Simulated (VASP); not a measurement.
A run of VASP 6.6.1 is set up as follows.

Contents of INCAR:

```
  PREC = Accurate
  ENCUT = 520
  EDIFF = 1E-6
  ISMEAR = 0
  SIGMA = 0.01
  LREAL = Auto
  LASPH = True
  NELM = 100
  ALGO = Normal
  ISIF = 2
  LWAVE = False
  LCHARG = True
  GGA = PE
  IVDW = 12
  LELF = True
  LVHAR = True
  NBANDS = 125
  NELECT = 192.0
```

Contents of KPOINTS:

```
Automatic mesh
0
Gamma
  2 2 2
  0.5 0.5 0.5
```

Contents of POSCAR:

```
B25N23
1.0
   -6.2652845342     -3.6172637124      3.2948837584
   -7.5183414411      1.4469054850     -3.2948837584
   -2.5061138137     -7.2345274247     -3.2948837584
B N
25 23
Direct
    0.9886255957      0.0065531894      0.0065531894
    0.8303299653      0.7933032711      0.0428281735
    0.8303299653      0.0428281735      0.7933032711
    0.6737540677      0.5781940586      0.0780473592
    0.1532883664      0.2158348000      0.9670434357
    0.6753429189      0.8277541214      0.8277541214
    0.1894349413      0.4428381603      0.6993153541
    0.6737540677      0.0780473592      0.5781940586
    0.1894349413      0.6993153541      0.4428381603
    0.1532883664      0.9670434357      0.2158348000
    0.5064816562      0.3710065975      0.1229133877
    0.4973039246      0.6269755066      0.8771594897
    0.9898246195      0.2569178240      0.7557677693
    0.4973039246      0.8771594897      0.6269755066
    1.0175500691      0.4853912505      0.4853912505
    0.5064816562      0.1229133877      0.3710065975
    0.9898246195      0.7557677693      0.2569178240
    0.3237518234      0.4240099580      0.9248741878
    0.3220472403      0.6736420136      0.6736420136
    0.8223360449      0.2960989504      0.5481849372
    0.3237518234      0.9248741878      0.4240099580
    0.8223360449      0.5481849372      0.2960989504
    0.6717558590      0.3296002323      0.3296002323
    0.3348162017      0.1664586821      0.1664586821
    0.1920451759      0.5049661009      0.5049661009
    0.9295702074      0.3509497180      0.6046945705
    0.9295702074      0.6046945705      0.3509497180
    0.7727833275      0.1394456700      0.6415004563
    0.2687359057      0.7753661556      0.5206635821
    0.7702064239      0.3921206226      0.3921206226
    0.2708810323      0.0197531604      0.2682600209
    0.7727833275      0.6415004563      0.1394456700
    0.2708810323      0.2682600209      0.0197531604
    0.2687359057      0.5206635821      0.7753661556
    0.6149141536      0.9278887564      0.6782465173
    0.6290573597      0.1693490927      0.4200320457
    0.0998908560      0.8163773270      0.3090542451
    0.6290573597      0.4200320457      0.1693490927
    0.0971551080      0.0638949149      0.0638949149
    0.6149141536      0.6782465173      0.9278887564
    0.0998908560      0.3090542451      0.8163773270
    0.4395781859      0.9781529098      0.4760988666
    0.4610599880      0.2118874261      0.2118874261
    0.9342793832      0.8531898301      0.1023349882
    0.4395781859      0.4760988666      0.9781529098
    0.9342793832      0.1023349882      0.8531898301
    0.7794443723      0.8875097640      0.8875097640
    0.4354154060      0.7288905490      0.7288905490
```

Potentials or basis: VASP PAW PBE potentials, release 64 (B, N).

The run is started by

```console
$ cat potpaw_PBE.64/B/POTCAR potpaw_PBE.64/N/POTCAR > POTCAR
$ mpirun -np 1 vasp_std > vasp.out
```

Predict the dispersion energy per atom.

-0.144 eV.

Estimate the largest force.

0.008 eV/Å.

Forces on the atoms (eV/Å):
```
B    0.001  0.001 -0.001
B    0.000 -0.002  0.001
B   -0.002  0.001  0.001
B    0.000 -0.001  0.001
B   -0.001 -0.001 -0.001
B    0.001  0.001  0.004
B   -0.001  0.002  0.001
B    0.000  0.000  0.001
B    0.001 -0.002  0.001
B   -0.001  0.000 -0.001
B   -0.001  0.002  0.002
B   -0.003  0.000 -0.001
B    0.000  0.002 -0.004
B   -0.001 -0.003 -0.001
B   -0.004 -0.002  0.001
B    0.001 -0.002  0.002
B    0.002 -0.002 -0.004
B    0.002  0.001 -0.001
B    0.001  0.001 -0.004
B    0.000  0.001 -0.002
B    0.002  0.002 -0.001
B    0.001 -0.001 -0.002
B   -0.001 -0.001  0.001
B    0.001  0.000 -0.002
B    0.002  0.001  0.007
N    0.000 -0.003  0.001
N   -0.003  0.002  0.001
N    0.000  0.000  0.000
N    0.001 -0.002  0.001
N    0.001  0.000 -0.001
N    0.001  0.000  0.001
N    0.000  0.000  0.000
N    0.001  0.000  0.001
N   -0.002  0.002  0.001
N    0.000 -0.001 -0.002
N    0.000 -0.001 -0.002
N    0.003  0.001  0.002
N   -0.001  0.000 -0.002
N   -0.002 -0.001  0.001
N   -0.001  0.001 -0.002
N    0.002  0.002  0.002
N   -0.001  0.002  0.000
N    0.000  0.000 -0.002
N    0.000  0.002  0.000
N    0.001 -0.002  0.000
N    0.002 -0.001  0.000
N    0.001  0.001 -0.002
N   -0.001 -0.001  0.002
```

Caveat: the cell carries a net charge on a neutralising background, which shifts energy and pressure.
